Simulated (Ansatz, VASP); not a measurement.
## Two plane-wave programs on Be2Se

INCAR

```
SYSTEM = Be2Se
PREC = Accurate
ENCUT = 600
EDIFF = 1E-6
ISMEAR = 0
SIGMA = 0.1
LREAL = .False.
LASPH = .True.
NELM = 60
ALGO = Normal
ISIF = 3
LWAVE = .False.
LCHARG = .False.
GGA = PE
IBRION = 2
NSW = 100
EDIFFG = -0.01
```

Contents of KPOINTS:

```
Automatic mesh
0
Gamma
  12 12 14
  0 0 0
```

File POSCAR:

```
Be2Se
1.0
    3.6615232246     -0.0000000024      0.0000000000
   -1.8307616102      3.1709721303      0.0000000000
    0.0000000000      0.0000000000      3.4382843979
Be Se
2 1
Direct
    0.6666666667      0.3333333333      0.5000000000
    0.3333333333      0.6666666667      0.5000000000
    0.0000000000      0.0000000000      0.0000000000
```

Input for Ansatz:

```yaml
crystal:
  lattice:
    - [3.6615232246, -2.4e-09, 0.0]
    - [-1.8307616102, 3.1709721303, 0.0]
    - [0.0, 0.0, 3.4382843979]
  atoms:
    - { symbol: Be, position: [0.6666666667, 0.3333333333, 0.5] }
    - { symbol: Be, position: [0.3333333333, 0.6666666667, 0.5] }
    - { symbol: Se, position: [0.0, 0.0, 0.0] }
basis:
  ecutwfc: 420
kpoints:
  mp_grid: { grid: [12, 12, 14] }
hamiltonian:
  xc: pbe
scf:
  occupations: { method: gaussian, width: 0.1 }
output:
  forces: true
  stress: true
  eigenvalues: true
relax:
  adjacent_minimum: "off"
  f_tol: 0.01
  max_steps: 80
  cell: { stress_tol: 0.05 }
```

Change from the starting cell: species swapped into the TlBi2 type (P6/mmm, No. 191).

Alike in both runs: task relaxation of cell and atoms; functional PBE; k mesh 12 × 12 × 14; occupations gaussian, width 0.1 eV; no spin polarisation.

|  | VASP | Ansatz |
| --- | --- | --- |
| version | VASP 6.6.1 | Ansatz 0.2.0 |
| potentials or method | VASP PAW PBE potentials, release 64 (Be, Se), cutoff 600 eV | scalar-relativistic, plane waves, PAW |
| valence electrons in the cell | 10 | 20 |

|  | VASP | Ansatz | Ansatz less VASP |
| --- | --- | --- | --- |
| gap on the k mesh at the Fermi level, each at its own relaxed structure (eV) | none | none | - |
| relaxed volume (Å³/atom) | 13.32 | 13.30 | -0.019 |
| relaxed cell length with the largest relative difference (Å) | 3.436 | 3.434 | -0.0027 |

A gap of «none» marks a metal or a gap that the smearing closes. VASP's potentials hold 10 valence electrons a cell and Ansatz's 20, so a difference there can come from the potentials and not from the codes.
